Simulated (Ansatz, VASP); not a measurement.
# Two plane-wave programs on Sb

File INCAR:

```
SYSTEM = Sb
ALGO = Normal ; EDIFF = 1E-7
ENCUT = 520 ; ISIF = 2
ISMEAR = -1 ; LASPH = .TRUE.
LCHARG = .FALSE. ; LREAL = .FALSE.
LWAVE = .FALSE. ; NBANDS = 12
NELM = 100 ; PREC = Accurate
SIGMA = 0.1
```

File KPOINTS:

```
k-points
0
G
  9 9 9
  0 0 0
```

The input POSCAR:

```
Sb
1.0
    0.0000000000      3.2692046763      3.2692046763
    3.2692046763      0.0000000000      3.2692046763
    3.2692046763      3.2692046763      0.0000000000
Sb
2
Direct
    0.1250000000      0.1250000000      0.1250000000
    0.8750000000      0.8750000000      0.8750000000
```

Input for Ansatz:

```yaml
crystal:
  lattice:
    - [0.0, 3.2692046763, 3.2692046763]
    - [3.2692046763, 0.0, 3.2692046763]
    - [3.2692046763, 3.2692046763, 0.0]
  atoms:
    - { symbol: Sb, position: [0.125, 0.125, 0.125] }
    - { symbol: Sb, position: [0.875, 0.875, 0.875] }
hamiltonian:
  xc: lda
  pseudopotentials:
    kind: paw
    azcp:
      Sb: "pseudopotentials/Sb.paw.azcp"
basis:
  ecutwfc: 420
  fft_grid_basis: typed
kpoints:
  mp_grid: { grid: [9, 9, 9], shift: [0, 0, 0] }
magnetization:
  spin_polarized: false
scf:
  occupations: { method: fermi_dirac, width: 0.1 }
  lower_state_search: "off"
output:
  stress: true
```

Alike in both runs: task single point; functional LDA; k mesh 9 × 9 × 9; occupations fermi-dirac, width 0.1 eV; no spin polarisation.

|  | VASP | Ansatz |
| --- | --- | --- |
| version | VASP 6.6.1 | Ansatz 0.2.0 |
| potentials or method | VASP PAW LDA potentials, release 64 (Sb), cutoff 520 eV | plane waves (420 eV) with PAW, scalar-relativistic |
| valence electrons in the cell | 10 | 30 |

```tsv
	VASP	Ansatz	Ansatz less VASP
pressure (GPa)	6.3	5.9	-0.32
```

Ansatz warns that its potentials were made for another functional, while VASP's fit it. LDA's correlation is that of Perdew and Zunger in VASP and of Perdew and Wang (1992) in Ansatz. VASP's potentials hold 10 valence electrons a cell and Ansatz's 30, so a difference there can come from the potentials and not from the codes.

Spin-orbit coupling is off throughout.
